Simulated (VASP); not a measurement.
Here is a VASP 6.6.1 calculation.

File POSCAR:

```
InP
1.0
    0.0000000000      2.9537876370      2.9537876370
    2.9537876370      0.0000000000      2.9537876370
    2.9537876370      2.9537876370      0.0000000000
In P
1 1
Direct
    0.0000000000      0.0000000000      0.0000000000
    0.2500000000      0.2500000000      0.2500000000
```

File INCAR.step1:

```
SYSTEM = InP
ALGO = Normal ; EDIFF = 1E-5
ENCUT = 520 ; GGA = PE
ISIF = 2 ; ISMEAR = 0
LASPH = .True. ; LREAL = .False.
LWAVE = .True. ; NBANDS = 16
NELM = 100 ; PREC = Accurate
SIGMA = 0.01
```

The input INCAR.step2:

```
SYSTEM = InP
AEXX = 0.1 ; ALGO = Normal
EDIFF = 1E-6 ; ENCUT = 520
GGA = PE ; ISIF = 2
ISMEAR = 0 ; ISTART = 1
LASPH = .True. ; LCHARG = .True.
LELF = .True. ; LHFCALC = .True.
LREAL = .False. ; LVHAR = .True.
LWAVE = .False. ; NBANDS = 16
NELM = 100 ; PREC = Accurate
PRECFOCK = Normal ; SIGMA = 0.01
```

KPOINTS

```
k-points
0
Gamma
  4 4 4
  0 0 0
```

Potentials or basis: VASP PAW PBE potentials, release 64 (In_d, P).

Run with:

```bash
$ cat potpaw_PBE.64/In_d/POTCAR potpaw_PBE.64/P/POTCAR > POTCAR
$ cp INCAR.step1 INCAR
$ mpirun -np 1 vasp_std > vasp.out
$ cp INCAR.step2 INCAR
$ mpirun -np 1 vasp_std > vasp.out
```

(1) Predict the pressure.

(2) Predict the band gap on the k mesh.

Results:

(1) 0.6 GPa.

(2) 1.17 eV.

Caveat: the k points lie up to 0.46 Å⁻¹ apart; the PAW data sets were made with another functional, which shifts forces and pressure a little; spin-orbit coupling is left out, which moves the levels of the heavy elements.
